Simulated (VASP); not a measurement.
A run of VASP 6.6.1 is set up as follows.

INCAR

```
SYSTEM = TlSn
  PREC = Accurate
  ENCUT = 520
  EDIFF = 1E-8
  ISMEAR = -1
  SIGMA = 0.08
  LREAL = .FALSE.
  LASPH = .TRUE.
  NELM = 60
  ALGO = Normal
  ISIF = 2
  LWAVE = .FALSE.
  LCHARG = .FALSE.
  LEFG = .TRUE.
  NBANDS = 20
```

The input KPOINTS:

```
Automatic mesh
0
G
  9 9 8
  0 0 0
```

File POSCAR:

```
TlSn
1.0
    3.6147298654      0.0000000000      0.0000000000
    0.0000000000      3.6147298654      0.0000000000
    0.0000000000      0.0000000000      4.2875000000
Tl Sn
1 1
Direct
    0.0000000000      0.0000000000      0.0000000000
    0.5000000000      0.5000000000      0.5000000000
```

Potentials or basis: VASP PAW LDA potentials, release 64 (Tl_d, Sn_d).

Launch:

```console
$ cat potpaw_LDA.64/Tl_d/POTCAR potpaw_LDA.64/Sn_d/POTCAR > POTCAR
$ mpirun -np 1 vasp_std > vasp.out
```

Estimate the pressure.

-2.5 GPa.

Electric field gradients, principal values (V/Å²):
| atom | least | middle | greatest (by size) |
| --- | --- | --- | --- |
| 1 Tl | 32.001 | 32.001 | -64.002 |
| 2 Sn | 7.640 | 7.640 | -15.279 |

Caveat: the cell differs from its parent crystal (zz strain of -2 %); without QUAD_EFG the Cq values of the log hold for a quadrupole moment of 1 mb, not for the nuclei.
